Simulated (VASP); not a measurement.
# HC16 (a cell with a defect) in VASP: a series of runs, part 2 of 2

VASP 6.6.1.

## (4) Single point, PBE

File INCAR:

```
SYSTEM = HC16
PREC = Accurate
ENCUT = 520
EDIFF = 1E-6
ISMEAR = -1
SIGMA = 0.02
LREAL = Auto
LASPH = .True.
NELM = 100
ALGO = Normal
ISIF = 2
LWAVE = .False.
LCHARG = .False.
GGA = PE
NBANDS = 46
NELECT = 64.0
```

File KPOINTS:

```
regular mesh
0
Gamma
  3 3 3
  0 0 0
```

File POSCAR:

```
HC16
1.0
    0.0000000000      3.5700000000      3.5700000000
    3.5700000000      0.0000000000      3.5700000000
    3.5700000000      3.5700000000      0.0000000000
C H
16 1
Direct
   -0.0087773109     -0.0008025210     -0.0001540616
    0.1055008403      0.1336787115      0.1254414566
   -0.0100516807     -0.0027505602      0.5034438375
    0.1155600840      0.1219060224      0.6267065826
   -0.0087233894      0.5033172269      0.0006312325
    0.1155523810      0.6245369748      0.1285588235
   -0.0087329132      0.4958654062      0.5023869748
    0.1145287115      0.6205161064      0.6280004202
    0.4846557423      0.0267378151     -0.0100156863
    0.6172627451      0.1230341737      0.1268456583
    0.4893865546     -0.0067831933      0.5024350140
    0.6173184874      0.1144434174      0.6266941176
    0.4911467787      0.4947081232      0.0007033613
    0.6279878151      0.5910091036      0.1333334734
    0.4925336134      0.4840871148      0.5124498599
    0.6181254902      0.6185607843      0.6267439776
    0.4038886555      0.8089063025      0.2138746499
```

Potentials or basis: VASP PAW PBE potentials, release 64 (C, H).

Command:

```sh
$ cat potpaw_PBE.64/C/POTCAR potpaw_PBE.64/H/POTCAR > POTCAR
$ mpirun -np 1 vasp_std > vasp.out
```

OUTCAR:

```text
SYSTEM = HC16
   PREC = Accurate
   ENCUT = 520
   EDIFF = 1E-6
   ISMEAR = -1
   LREAL = Auto
   LASPH = .True.
   NELM = 100
   ISIF = 2
   GGA = PE
   NELECT = 64.0

 ion  position               nearest neighbor table
   1  0.991  0.999  1.000-   4 1.54  10 1.54   2 1.54   6 1.54
   2  0.106  0.134  0.125-   5 1.52   1 1.54   3 1.56   9 1.57
   3  0.990  0.997  0.503-  12 1.54   4 1.54   8 1.55   2 1.56
   4  0.116  0.122  0.627-   1 1.54   3 1.54  11 1.54   7 1.54
   5  0.991  0.503  0.001-  14 1.50   2 1.52   8 1.54   6 1.54
   6  0.116  0.625  0.129-   5 1.54   7 1.54   1 1.54  13 1.55
   7  0.991  0.496  0.502-  16 1.54   8 1.54   6 1.54   4 1.54
   8  0.115  0.621  0.628-   5 1.54   7 1.54   3 1.55  15 1.56
   9  0.485  0.027  0.990-  17 1.18  12 1.50  10 1.51   2 1.57  14 1.80
  10  0.617  0.123  0.127-   9 1.51  13 1.53   1 1.54  11 1.55
  11  0.489  0.993  0.502-  12 1.54   4 1.54  16 1.54  10 1.55
  12  0.617  0.114  0.627-   9 1.50  15 1.52   3 1.54  11 1.54
  13  0.491  0.495  0.001-  14 1.51  10 1.53  16 1.54   6 1.55
  14  0.628  0.591  0.133-  17 1.18   5 1.50  13 1.51  15 1.57   9 1.80
  15  0.493  0.484  0.512-  12 1.52  16 1.54   8 1.56  14 1.57
  16  0.618  0.619  0.627-   7 1.54  13 1.54  15 1.54  11 1.54
  17  0.404  0.809  0.214-   9 1.18  14 1.18

  LATTYP: Found a face centered cubic cell.
 ALAT       =     7.1400000000

  Lattice vectors:

 A1 = (   0.0000000000,   3.5700000000,   3.5700000000)
 A2 = (   3.5700000000,   0.0000000000,   3.5700000000)
 A3 = (   3.5700000000,   3.5700000000,   0.0000000000)

Analysis of symmetry for initial positions (statically):
=====================================================================
 Subroutine PRICEL returns:
 Original cell was already a primitive cell.

 Routine SETGRP: Setting up the symmetry group for a
 face centered cubic supercell.

 Subroutine GETGRP returns: Found  1 space group operations
 (whereof  1 operations were pure point group operations)
 out of a pool of 48 trial point group operations.

The static configuration has the point symmetry C_1 .

Analysis of symmetry for dynamics (positions and initial velocities):
=====================================================================
 Subroutine PRICEL returns:
 Original cell was already a primitive cell.

 Routine SETGRP: Setting up the symmetry group for a
 face centered cubic supercell.

 Subroutine GETGRP returns: Found  1 space group operations
 (whereof  1 operations were pure point group operations)
 out of a pool of 48 trial point group operations.

The dynamic configuration has the point symmetry C_1 .

 Subroutine INISYM returns: Found  1 space group operations
 (whereof  1 operations are pure point group operations),
 and found     1 'primitive' translations

----------------------------------------------------------------------------------------

                                     Primitive cell

  volume of cell :      90.9986

  direct lattice vectors                    reciprocal lattice vectors
     0.000000000  3.570000000  3.570000000    -0.140056022  0.140056022  0.140056022
     3.570000000  0.000000000  3.570000000     0.140056022 -0.140056022  0.140056022
     3.570000000  3.570000000  0.000000000     0.140056022  0.140056022 -0.140056022

[... 79 lines left out ...]
  0.000000 -0.333333  0.333333      2.000000
  0.333333  0.000000 -0.333333      2.000000
  0.333333  0.333333 -0.333333      2.000000
 -0.333333  0.333333 -0.333333      2.000000
  0.333333 -0.333333 -0.333333      2.000000
   k-points           NKPTS =     14   k-points in BZ     NKDIM =     14   number of bands    NBANDS=     46
   number of dos      NEDOS =    301   number of ions     NIONS =     17
   total plane-waves  NPLWV =  64000
   dimension x,y,z NGX =    40 NGY =   40 NGZ =   40
   dimension x,y,z NGXF=    80 NGYF=   80 NGZF=   80
   ions per type =              16   1
   NGX,Y,Z   is equivalent  to a cutoff of  13.17, 13.17, 13.17 a.u.
   NGXF,Y,Z  is equivalent  to a cutoff of  26.34, 26.34, 26.34 a.u.
 SYSTEM =  HC16
   PREC   = accura    normal or accurate (medium, high low for compatibility)
   ISTART =      0    job   : 0-new  1-cont  2-samecut
   ICHARG =      2    charge: 1-file 2-atom 10-const
   ISPIN  =      1    spin polarized calculation?
   LNONCOLLINEAR =      F non collinear calculations
   LSORBIT =      F    spin-orbit coupling
   LASPH  =      T    aspherical Exc in radial PAW
   ENCUT  =  520.0 eV  38.22 Ry    6.18 a.u.   9.39  9.39  9.39*2*pi/ulx,y,z
   NELM   =    100;   NELMIN=  2; NELMDL= -5     # of ELM steps
   EDIFF  = 0.1E-05   stopping-criterion for ELM
   LREAL  =      T    real-space projection
   EDIFFG = 0.1E-04   stopping-criterion for IOM
   NSW    =      0    number of steps for IOM
   IBRION =     -1    ionic relax: 0-MD 1-quasi-New 2-CG
   NFREE  =      0    steps in history (QN), initial steepest desc. (CG)
   ISIF   =      2    stress and relaxation
   ISYM   =      2    0-nonsym 1-usesym 2-fastsym
   POTIM  = 0.5000    time-step for ionic-motion
   TEBEG  =    0.0;   TEEND  =   0.0 temperature during run
   PSTRESS=    0.0 pullay stress
   NELECT =      64.0000    total number of electrons
   NUPDOWN=      -1.0000    fix difference up-down
   EMIN   =  10.00;   EMAX   =-10.00  energy-range for DOS
   EFERMI =   0.00;   METHOD = LEGACY
   ISMEAR =    -1;   SIGMA  =   0.02  broadening in eV -4-tet -1-fermi 0-gaus
   EFERMI_NEDOS =   21; number of points for ismear=-14 and -15
   IALGO  =     38    algorithm
   IMIX   =      4    mixing-type and parameters
     AMIX     =   0.40;   BMIX     =  1.00
     AMIX_MAG =   1.60;   BMIX_MAG =  1.00
  volume/ion in A,a.u.               =       5.35        36.12
  Fermi-wavevector in a.u.,A,eV,Ry     =   1.455872  2.751200 28.838420  2.119564
  Thomas-Fermi vector in A             =   2.572856
   LORBIT       =      0    0 simple, 1 ext, 2 COOP (PROOUT), +10 PAW based schemes
   GGA     = PE    functional components
   LHFCALC =     F    Hartree Fock is set to
   AEXX    =    0.0000 exact exchange contribution
   IVDW    =     0    specifies the selected vdW correction
   LEPSILON=     F    determine dielectric tensor
   LRPA    =     F    only Hartree local field effects (RPA)
 non-spin polarized calculation
  energy-cutoff  :      520.00
  volume of cell :       91.00
 maximum number of plane-waves:      2453
 NGX is ok and might be reduce to    40
   NGX = 19   NGY = 19   NGZ = 19

 number of electron      64.0000000 magnetization

 Free energy of the ion-electron system (eV)
  ---------------------------------------------------
  ext. energy  EPLUGINS =         0.00000000
  ---------------------------------------------------
  free energy    TOTEN  =      -155.22755264 eV

  energy without entropy =     -155.22755264  energy(sigma->0) =     -155.22755264

 E-fermi :  10.3832     XC(G=0): -13.2419

 val. band max:        9.8907786674   @ k =   0.0000   0.0000   0.0000
 cond. band min:      12.4721152055   @ k =   0.0000   0.0000   0.0000
 fundamental gap:      2.5813365381
 Fermi energy:        10.3831884127

 k-point     1 :       0.0000    0.0000    0.0000
  band No.  band energies     occupation
      1     -11.9901      2.00000
      2      -6.9406      2.00000
      3      -6.0155      2.00000
      4      -5.9368      2.00000
      5      -5.8842      2.00000
      6      -4.7862      2.00000
[... 647 lines left out ...]
     43      19.1513      0.00000
     44      19.4708      0.00000
 [bands above 44 left out]

------------------------ aborting loop because EDIFF is reached ----------------------------------------

  FORCE on cell =-STRESS in cart. coord.  units (eV):
  Direction    XX          YY          ZZ          XY          YZ          ZX
  --------------------------------------------------------------------------------------
  -------------------------------------------------------------------------------------
  Total       -5.8478864     -5.5998714     -5.8747035     -2.6121188     -2.5595090      2.0994008
  in kB     -102.9615012    -98.5947958   -103.4336602    -45.9905772    -45.0642966     36.9633479
  external PRESSURE =    -101.6633191 kB  Pullay stress =       0.0000000 kB

 VOLUME and BASIS-vectors are now :
 -----------------------------------------------------------------------------
  energy-cutoff  :      520.00
  volume of cell :       91.00
      direct lattice vectors                 reciprocal lattice vectors
     0.000000000  3.570000000  3.570000000    -0.140056022  0.140056022  0.140056022
     3.570000000  0.000000000  3.570000000     0.140056022 -0.140056022  0.140056022
     3.570000000  3.570000000  0.000000000     0.140056022  0.140056022 -0.140056022

 POSITION                                       TOTAL-FORCE (eV/Angst)
 -----------------------------------------------------------------------------------
      7.13659      7.10812      7.10580        -0.000765     -0.001991     -0.004334
      0.92506      0.82446      0.85387         0.004276      0.005651     -0.010706
      5.35747      5.33141      7.09430        -0.007388      0.000926     -0.002548
      2.67255      2.64989      0.84775         0.002392     -0.000182      0.000929
      1.79910      3.54111      5.33570        -0.001659      0.000084      0.009984
      2.68855      0.87148      2.64212         0.005133     -0.002638      0.002698
[... 9 lines left out ...]
      4.44574      4.44418      4.41497         0.001312      0.001318      0.002266
      3.65133      2.20542      4.32968         0.021575      0.000273     -0.021118
 -----------------------------------------------------------------------------------
    total drift:                               -0.008876      0.002760      0.000187

  FREE ENERGIE OF THE ION-ELECTRON SYSTEM (eV)
  ---------------------------------------------------
  free  energy   TOTEN  =      -155.2275526405 eV

  energy  without entropy=     -155.2275526405  energy(sigma->0) =     -155.22755264
```

Run time: 63 s. Hardware: 1 thread of AMD EPYC 9R45 (Zen 5), shared host; peak memory 0.21 GiB.

The run converged, but its numbers aren't listed here, since they failed a check.

Caveat: the k points lie up to 0.51 Å⁻¹ apart; the cell carries a net charge on a neutralising background, which shifts energy and pressure; the cell is charged against a uniform background, so pressure and absolute levels hang on convention.

## (5) Single point, PBE

File INCAR:

```
SYSTEM = HC16
PREC     = Accurate       ! precision mode
ENCUT    = 520            ! plane-wave cutoff, eV
EDIFF    = 1E-7           ! SCF threshold, eV
ISMEAR   = -1             ! smearing method
SIGMA    = 0.02           ! smearing width, eV
LREAL    = Auto         
LASPH    = .TRUE.         ! aspherical terms in the spheres
NELM     = 100            ! most SCF steps
ALGO     = Normal         ! electronic algorithm
ISIF     = 2              ! what is computed and relaxed
LWAVE    = .FALSE.        ! write WAVECAR
LCHARG   = .FALSE.        ! write CHGCAR
GGA      = PE             ! functional
NBANDS   = 46             ! bands
NELECT   = 64.0
```

File KPOINTS:

```
regular mesh
0
G
  3 3 3
  0 0 0
```

File POSCAR:

```
HC16
1.0
    0.0000000000      3.5700000000      3.5700000000
    3.5700000000      0.0000000000      3.5700000000
    3.5700000000      3.5700000000      0.0000000000
C H
16 1
Direct
   -0.0077904762     -0.0006058824      0.0020974790
    0.1075925770      0.1358208683      0.1282474790
   -0.0064424370      0.0010917367      0.5026760504
    0.1179340336      0.1239429972      0.6285878151
   -0.0062581232      0.5053592437     -0.0023726891
    0.1169652661      0.6226736695      0.1296985994
   -0.0063315126      0.4979082633      0.5032645658
    0.1180620448      0.6263721289      0.6242449580
    0.4872866947      0.0284205882     -0.0084763305
    0.6195602241      0.1165876751      0.1343224090
    0.4917403361     -0.0049249300      0.5078254902
    0.6196302521      0.1244719888      0.6260165266
    0.4949882353      0.4863140056      0.0037761905
    0.6304501401      0.5926400560      0.1405344538
    0.4937421569      0.4961463585      0.5066051821
    0.6205502801      0.6204861345      0.6294410364
    0.4031724090      0.8113082633      0.0721805322
```

Command:

```sh
$ cat potpaw_PBE.64/C/POTCAR potpaw_PBE.64/H/POTCAR > POTCAR
$ mpirun -np 1 vasp_std > vasp.out
```

It took 65 s on 1 thread of AMD EPYC 9R45 (Zen 5), shared host; peak memory 0.21 GiB.

It converged, with:

| Property | Result |
| --- | --- |
| Free energy | -155.2272 eV |
| Largest force | 0.030 eV/Å |

Forces in eV/Å, atoms in the order of the input:
```
C   -0.006  0.007 -0.003
C   -0.001  0.003 -0.010
C   -0.007  0.004  0.002
C    0.003  0.004 -0.002
C   -0.002 -0.004  0.008
C    0.004  0.004 -0.004
C   -0.003  0.006 -0.005
C    0.004  0.003 -0.003
C    0.001  0.003  0.010
C   -0.001  0.013 -0.005
C    0.005  0.001 -0.002
C   -0.004 -0.003  0.012
C   -0.001 -0.011 -0.003
C    0.001  0.000  0.014
C    0.010 -0.004  0.005
C    0.003  0.000 -0.003
H   -0.004 -0.028 -0.010
```

Levels at points of the mesh, in eV from the Fermi level:
```csv
k point,band 28,band 29,band 30,band 31,band 32,band 33,band 34,band 35,band 36,band 37
"(0.00, 0.00, 0.00)",-3.20,-3.08,-0.75,-0.62,-0.47,2.11,2.88,3.82,4.04,4.34
```

Caveat: the k points lie up to 0.51 Å⁻¹ apart; the cell carries a net charge on a neutralising background, which shifts energy and pressure; the cell is charged against a uniform background, so pressure and absolute levels hang on convention.

## (6) Single point, PBE

File INCAR:

```
PREC = Accurate ; ENCUT = 520
EDIFF = 1E-6 ; ISMEAR = -1
SIGMA = 0.02 ; LREAL = Auto
LASPH = T ; NELM = 100
ALGO = Normal ; ISIF = 2
LWAVE = F ; LCHARG = F
GGA = PE ; NELECT = 64.0
NBANDS = 46
```

File KPOINTS:

```
Automatic mesh
0
Gamma
  3 3 3
```

File POSCAR:

```
HC16
1.0
    0.0000000000      3.5700000000      3.5700000000
    3.5700000000      0.0000000000      3.5700000000
    3.5700000000      3.5700000000      0.0000000000
C H
16 1
Direct
   -0.0055431373      0.0076747899     -0.0046218487
    0.1191246499      0.1321106443      0.1230056022
   -0.0041473389      0.0065095238      0.4965481793
    0.1201390756      0.1308715686      0.6218589636
   -0.0041747899      0.5047336134     -0.0092126050
    0.1098186275      0.6296836134      0.1213824930
   -0.0042303922      0.5040068627      0.4957642857
    0.1201666667      0.6326831933      0.6173879552
    0.4971320728      0.0164091036     -0.0030247899
    0.6218218487      0.1308773109      0.1275372549
    0.4939666667      0.0066932773      0.5010022409
    0.6227128852      0.1309392157      0.6226126050
    0.4894728291      0.4940750700     -0.0155380952
    0.6324369748      0.6377795518      0.1335016807
    0.4958110644      0.5049189076      0.4994777311
    0.6218327731      0.6311683473      0.6188837535
    0.4062022409      0.7159221289      0.0626929972
```

Potentials or basis: VASP PAW PBE potentials, release 64 (C, H).

Command:

```sh
$ cat potpaw_PBE.64/C/POTCAR potpaw_PBE.64/H/POTCAR > POTCAR
$ mpirun -np 1 vasp_std > vasp.out
```

Run time: 64 s. Hardware: 1 thread of AMD EPYC 9R45 (Zen 5), shared host; peak memory 0.21 GiB.

Results (log left out):

```yaml
Free_energy: -155.2274 eV
Largest_force: 0.035 eV/Å
```

Forces on the atoms (eV/Å):
```
C    0.001  0.001  0.002
C   -0.004 -0.002 -0.002
C    0.005  0.000  0.003
C   -0.002  0.002  0.000
C   -0.009 -0.008 -0.003
C    0.005  0.002  0.001
C    0.001  0.003  0.001
C   -0.001 -0.003  0.007
C    0.000 -0.017 -0.002
C   -0.003  0.005 -0.003
C   -0.003 -0.004  0.001
C   -0.006  0.001 -0.008
C    0.001  0.007 -0.007
C   -0.014  0.010 -0.002
C    0.000  0.006 -0.011
C   -0.001  0.003  0.005
H    0.030 -0.006  0.017
```

Levels at points of the mesh, in eV from the Fermi level:
```tsv
k point	band 28	band 29	band 30	band 31	band 32	band 33	band 34	band 35	band 36	band 37
(0.00, 0.00, 0.00)	-3.19	-3.07	-0.74	-0.61	-0.46	2.12	2.89	3.83	4.04	4.34
```

Caveat: the k points lie up to 0.51 Å⁻¹ apart; the cell carries a net charge on a neutralising background, which shifts energy and pressure; the cell is charged against a uniform background, so pressure and absolute levels hang on convention.
